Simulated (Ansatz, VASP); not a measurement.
Given: the input of a run of Ansatz 0.2.0 on W.

File input.yaml:

```yaml
crystal:
  lattice:
    - [0.0, 2.03, 2.03]
    - [2.03, 0.0, 2.03]
    - [2.03, 2.03, 0.0]
  atoms:
    - { symbol: W, position: [0.0, 0.0, 0.0] }
kpoints:
  mp_grid: { grid: [11, 11, 11] }
scf:
  occupations: { method: gaussian, width: 0.1 }
hamiltonian:
  xc: pbe
  pseudopotentials: { kind: all_electron, lapw: { basis_error: 0.001 } }
output:
  forces: true
  stress: true
  eigenvalues: true
```

Potentials or basis: all-electron LAPW, scalar-relativistic.

Launch:

```console
$ ansatz run input.yaml --threads 1 --pin off --max-ram 3072MiB --backend cpu --events-out ev --progress --plain --runs-dir out
```

**Question.** Set up the same calculation for VASP 6.6.1. Potentials there: VASP PAW PBE potentials, release 64 (W_sv).

**Answer.** As run (the cutoff follows the program's own potentials):

Contents of INCAR:

```
SYSTEM = W
PREC = Accurate
ENCUT = 520
EDIFF = 1E-6
ISMEAR = 0
SIGMA = 0.1
LREAL = .FALSE.
LASPH = .TRUE.
NELM = 100
ALGO = Normal
ISIF = 2
LWAVE = .FALSE.
LCHARG = .TRUE.
GGA = PE
LELF = .TRUE.
LVHAR = .TRUE.
NBANDS = 13
```

File KPOINTS:

```
Automatic mesh
0
G
  11 11 11
  0 0 0
```

File POSCAR:

```
W
1.0
    0.0000000000      2.0300000000      2.0300000000
    2.0300000000      0.0000000000      2.0300000000
    2.0300000000      2.0300000000      0.0000000000
W
1
Direct
    0.0000000000      0.0000000000      0.0000000000
```

Potentials or basis: VASP PAW PBE potentials, release 64 (W_sv).

Command:

```console
$ cat potpaw_PBE.64/W_sv/POTCAR > POTCAR
$ mpirun -np 1 vasp_std > vasp.out
```

Both were run:

|  | VASP | Ansatz | Ansatz less VASP |
| --- | --- | --- | --- |
| gap on the k mesh at the Fermi level (eV) | none | none | - |
| pressure (GPa) | -4.5 | -4.8 | -0.28 |

A gap of «none» marks a metal or a gap that the smearing closes. Ansatz ran all-electron here, and VASP with PAW potentials.

Neither program's run includes spin-orbit coupling.
